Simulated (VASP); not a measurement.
# VSi2 (P4/mmm) in VASP: single point with PBEsol+U

Aim: the single point of VSi2 with PBEsol+U.

Everything below comes from runs of VASP 6.6.1. Logs are shortened: lines on timing, memory, paths and dates and some standing lists are left out, and cuts for length are marked.

## 1. The cell of the first run

It takes space group P4/mmm (No. 123, tetragonal). The conventional cell has a = 2.760 Å, b = 2.760 Å, c = 5.273 Å, α = 90.00°, β = 90.00°, γ = 90.00°. Within 3.2 Å of V (site symmetry 4/mmm) lie 8 Si at 2.42 Å and 4 V at 2.76 Å. Within 3.2 Å of Si (site symmetry 4mm) lie 4 V at 2.42 Å and 6 Si at 2.43 to 2.85 Å.

## 2. Single point, PBEsol+U, non-collinear spin, typed start, spin-orbit coupling

The input, INCAR:

```
SYSTEM = VSi2
ALGO = Normal
EDIFF = 1E-7
ENCUT = 520
GGA = PS
GGA_COMPAT = .False.
ISIF = 2
ISMEAR = 0
LASPH = .True.
LCHARG = .False.
LDAU = .True.
LDAUJ = 0 0
LDAUL = 2 -1
LDAUPRINT = 1
LDAUTYPE = 2
LDAUU = 5.73 0
LMAXMIX = 4
LORBIT = 11
LORBMOM = .True.
LREAL = .False.
LSORBIT = .True.
LWAVE = .False.
MAGMOM = 0 0 2 0 0 0 0 0 0
NBANDS = 34
NELM = 150
PREC = Accurate
SIGMA = 0.0141
```

The input, KPOINTS:

```
k-points
0
Gamma
  6 6 4
  0 0 0
```

The input, POSCAR:

```
VSi2
1.0
    2.7597610000      0.0000000000      0.0000000000
    0.0000000000      2.7597610000      0.0000000000
    0.0000000000      0.0000000000      5.2727480000
V Si
1 2
Direct
    0.0000000000      0.0000000000      0.0000000000
    0.5000000000      0.5000000000      0.2700000000
    0.5000000000      0.5000000000      0.7300000000
```

Potentials or basis: VASP PAW PBE potentials, release 64 (V_sv, Si).

Launch:

```sh
> cat potpaw_PBE.64/V_sv/POTCAR potpaw_PBE.64/Si/POTCAR > POTCAR
> mpirun -np 1 vasp_ncl > vasp.out
```

OUTCAR:

```text
SYSTEM = VSi2
   EDIFF = 1E-7
   ENCUT = 520
   GGA = PS
   ISIF = 2
   ISMEAR = 0
   LASPH = .True.
   LORBIT = 11
   LREAL = .False.
   LSORBIT = .True.
   NELM = 150
   PREC = Accurate

 ion  position               nearest neighbor table
   1  0.000  0.000  0.000-   2 2.42   3 2.42   2 2.42   3 2.42   2 2.42   3 2.42   2 2.42   3 2.42

   2  0.500  0.500  0.270-   1 2.42   1 2.42   1 2.42   1 2.42   3 2.43   3 2.85
   3  0.500  0.500  0.730-   1 2.42   1 2.42   1 2.42   1 2.42   2 2.43   2 2.85

  LATTYP: Found a simple tetragonal cell.
 ALAT       =     2.7597610000
 C/A-ratio  =     1.9105813873

  Lattice vectors:

 A1 = (   2.7597610000,   0.0000000000,   0.0000000000)
 A2 = (   0.0000000000,   2.7597610000,   0.0000000000)
 A3 = (   0.0000000000,   0.0000000000,   5.2727480000)

Analysis of symmetry for initial positions (statically):
=====================================================================
 Subroutine PRICEL returns:
 Original cell was already a primitive cell.

 Routine SETGRP: Setting up the symmetry group for a
 simple tetragonal supercell.

 Subroutine GETGRP returns: Found 16 space group operations
 (whereof 16 operations were pure point group operations)
 out of a pool of 16 trial point group operations.

The static configuration has the point symmetry D_4h.

Analysis of symmetry for dynamics (positions and initial velocities):
=====================================================================
 Subroutine PRICEL returns:
 Original cell was already a primitive cell.

 Routine SETGRP: Setting up the symmetry group for a
 simple tetragonal supercell.

 Subroutine GETGRP returns: Found 16 space group operations
 (whereof 16 operations were pure point group operations)
 out of a pool of 16 trial point group operations.

The dynamic configuration has the point symmetry D_4h.

Analysis of structural, dynamic, and magnetic symmetry:
=====================================================================
 Subroutine PRICEL returns:
 Original cell was already a primitive cell.

 Routine SETGRP: Setting up the symmetry group for a
 simple tetragonal supercell.

 Subroutine GETGRP returns: Found  8 space group operations
 (whereof  8 operations were pure point group operations)
 out of a pool of 16 trial point group operations.

The overall configuration has the point symmetry C_4h.

 Subroutine INISYM returns: Found  8 space group operations
 (whereof  8 operations are pure point group operations),
 and found     1 'primitive' translations

[... 1097 lines left out ...]
      0.00000      0.00000      0.00000         0.000000     -0.000000      0.000000
      1.37988      1.37988      1.42364         0.000000      0.000000      2.993991
      1.37988      1.37988      3.84911        -0.000000      0.000000     -2.993991
 -----------------------------------------------------------------------------------
    total drift:                               -0.000000      0.000000     -0.000000

  FREE ENERGIE OF THE ION-ELECTRON SYSTEM (eV)
  ---------------------------------------------------
  free  energy   TOTEN  =       -15.8347029871 eV

  energy  without entropy=      -15.8347029871  energy(sigma->0) =      -15.83470299

 orbital moment (x)

 # of ion     p       d       tot
 ----------------------------------------
  1        -0.000   0.000   0.000
  2         0.000   0.000   0.000
  3         0.000   0.000   0.000
 ----------------------------------------
            0.000   0.000   0.000

 orbital moment (y)

 # of ion     p       d       tot
 ----------------------------------------
  1         0.000  -0.000  -0.000
  2        -0.000   0.000  -0.000
  3        -0.000   0.000  -0.000
 ----------------------------------------
           -0.000  -0.000  -0.000

 orbital moment (z)

 # of ion     p       d       tot
 ----------------------------------------
  1         0.000   0.013   0.014
  2        -0.000   0.000  -0.000
  3        -0.000   0.000  -0.000
 ----------------------------------------
            0.000   0.013   0.013

 Spin-Orbit-Coupling matrix elements

 Ion:    1  E_soc:     -0.0187493
 l=   1
     0.0000000    -0.0026098    -0.0026213
    -0.0026098     0.0000000    -0.0026098
    -0.0026213    -0.0026098     0.0000000
 l=   2
     0.0000000    -0.0000762     0.0000000    -0.0000762    -0.0003743
    -0.0000762     0.0000000    -0.0003365    -0.0001011    -0.0001165
     0.0000000    -0.0003365     0.0000000    -0.0003365     0.0000000
    -0.0000762    -0.0001011    -0.0003365     0.0000000    -0.0001165
    -0.0003743    -0.0001165     0.0000000    -0.0001165     0.0000000
 l=   3
     0.0000000     0.0000000     0.0000000     0.0000000     0.0000000     0.0000000     0.0000000
     0.0000000     0.0000000     0.0000000     0.0000000     0.0000000     0.0000000     0.0000000
     0.0000000     0.0000000     0.0000000     0.0000000     0.0000000     0.0000000     0.0000000
     0.0000000     0.0000000     0.0000000     0.0000000     0.0000000     0.0000000     0.0000000
[... 29 lines left out ...]
 l=   2
     0.0000000     0.0000000     0.0000000     0.0000000     0.0000000
     0.0000000     0.0000000     0.0000000     0.0000000     0.0000000
     0.0000000     0.0000000     0.0000000     0.0000000     0.0000000
     0.0000000     0.0000000     0.0000000     0.0000000     0.0000000
     0.0000000     0.0000000     0.0000000     0.0000000     0.0000000
 l=   3
     0.0000000     0.0000000     0.0000000     0.0000000     0.0000000     0.0000000     0.0000000
     0.0000000     0.0000000     0.0000000     0.0000000     0.0000000     0.0000000     0.0000000
     0.0000000     0.0000000     0.0000000     0.0000000     0.0000000     0.0000000     0.0000000
     0.0000000     0.0000000     0.0000000     0.0000000     0.0000000     0.0000000     0.0000000
     0.0000000     0.0000000     0.0000000     0.0000000     0.0000000     0.0000000     0.0000000
     0.0000000     0.0000000     0.0000000     0.0000000     0.0000000     0.0000000     0.0000000
     0.0000000     0.0000000     0.0000000     0.0000000     0.0000000     0.0000000     0.0000000

 total charge

# of ion       s       p       d       tot
------------------------------------------
    1        2.312   6.329   3.309  11.950
    2        0.766   0.925   0.000   1.691
    3        0.766   0.925   0.000   1.691
--------------------------------------------------
tot          3.844   8.179   3.309  15.332

 magnetization (x)

# of ion       s       p       d       tot
------------------------------------------
    1        0.000   0.000  -0.000  -0.000
    2        0.000   0.000   0.000   0.000
    3       -0.000   0.000   0.000   0.000
--------------------------------------------------
tot         -0.000   0.000  -0.000  -0.000

 magnetization (y)

# of ion       s       p       d       tot
------------------------------------------
    1        0.000   0.000   0.000   0.000
    2        0.000   0.000   0.000   0.000
    3        0.000   0.000   0.000   0.000
--------------------------------------------------
tot          0.000   0.000   0.000   0.000

 magnetization (z)

# of ion       s       p       d       tot
------------------------------------------
    1        0.010   0.020   1.123   1.153
    2       -0.014  -0.028   0.000  -0.042
    3       -0.014  -0.028   0.000  -0.042
--------------------------------------------------
tot         -0.019  -0.035   1.123   1.068
```

OSZICAR:

```text
N       E                     dE             d eps       ncg     rms          rms(c)
DAV:   1     0.201787780391E+03    0.20179E+03   -0.10423E+04  2332   0.123E+03
DAV:   2    -0.807817088796E+01   -0.20987E+03   -0.20187E+03  2282   0.375E+02
[... 30 lines left out ...]
DAV:  33    -0.158347044707E+02    0.10298E-05   -0.11359E-05  2330   0.269E-02    0.369E-03
DAV:  34    -0.158347066966E+02   -0.22260E-05   -0.57943E-06  2292   0.185E-02    0.496E-03
DAV:  35    -0.158347068106E+02   -0.11394E-06   -0.18266E-07  2426   0.352E-03    0.508E-03
DAV:  36    -0.158347036623E+02    0.31482E-05   -0.80249E-06  2310   0.215E-02    0.356E-03
DAV:  37    -0.158347030432E+02    0.61911E-06   -0.92431E-07  2418   0.648E-03    0.301E-03
DAV:  38    -0.158347029871E+02    0.56160E-07   -0.30919E-08  1300   0.150E-03
   1 F= -.15834703E+02 E0= -.15834703E+02  d E =-.824887E-21  mag=    -0.0000    -0.0000     1.0150
```

stdout:

```text
POSCAR found type information on POSCAR V Si
 POSCAR found :  2 types and       3 ions
 scaLAPACK will be used
 -----------------------------------------------------------------------------
|                                                                             |
|                                                                             |
|     You enforced a specific xc type in the INCAR file but a different       |
|     I HOPE YOU KNOW WHAT YOU ARE DOING!                                     |
|                                                                             |
 -----------------------------------------------------------------------------

 LDA part: xc-table for (Slater+PW92), standard interpolation
 POSCAR, INCAR and KPOINTS ok, starting setup
 FFT: planning ... GRIDC
 FFT: planning ... GRID_SOFT
 FFT: planning ... GRID
 WAVECAR not read
 entering main loop
```

Run time: 3.4 min. Hardware: 1 thread of Intel Xeon Platinum 8259CL at 2.50GHz (Skylake/Cascade Lake), shared host; peak memory 0.29 GiB.

Results:

- Free energy: -15.8347 eV
- Pressure: 24.2 GPa
- Largest force: 2.994 eV/Å
- Net moment: 1.01 μB per cell
- Valence electrons inside the program's atomic spheres: V 11.95; Si 1.69

Forces on the atoms (eV/Å):
```
V    0.000  0.000  0.000
Si   0.000  0.000  2.994
Si   0.000  0.000 -2.994
```

Stress tensor (GPa, compression positive):
```
23.26  0.00  0.00
 0.00 23.26  0.00
 0.00  0.00 26.16
```

Moments on the atoms (μB; x, y, z):
```
V    0.00  0.00  1.15
Si   0.00  0.00 -0.04
Si   0.00  0.00 -0.04
```

Caveat: the k points lie up to 0.38 Å⁻¹ apart; the PAW data sets were made with another functional, which shifts forces and pressure a little; the U is typed as a test and isn't derived for this compound. The state reached can hang on the start; a lower one may exist.
